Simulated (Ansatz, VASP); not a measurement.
**One calculation of BP, two programs**

```
CELL_PARAMETERS angstrom
0.00000 2.17199 2.30126
2.17199 0.00000 2.30126
2.17199 2.17199 0.00000
ATOMIC_POSITIONS crystal
B 0.00000 0.00000 0.00000
P 0.25000 0.25000 0.25000
```

Change from the starting cell: strained cell.

Alike in both runs: functional PBEsol; k mesh 10 × 10 × 10; occupations gaussian, width 0.02 eV; no spin polarisation.

Ansatz relaxed the structure, and its values are those at the end. VASP's run is a single point on that final structure, the one shown.

|  | VASP | Ansatz |
| --- | --- | --- |
| version | VASP 6.6.1 | Ansatz 0.2.0 |
| potentials or method | VASP PAW PBE potentials, release 64 (B, P), cutoff 500 eV | scalar-relativistic, plane waves, PAW |
| valence electrons in the cell | 8 | 8 |

Ansatz gave:

```
gap on the k mesh at the Fermi level (eV) : 0.59
least direct gap on the mesh (eV)         : 3.19
pressure (GPa)                            : 11.6
```

**Question.** What did VASP give for the same quantities?

**Answer.** gap on the k mesh at the Fermi level (eV): 0.58; least direct gap on the mesh (eV): 3.18; pressure (GPa): 11.7.

VASP's potentials were made for PBE, not for PBEsol, and Ansatz warns of the same on its side. With one functional, cell and mesh, what is left measures potentials, basis and numerics. Ansatz's warnings: stress scf threshold loose.
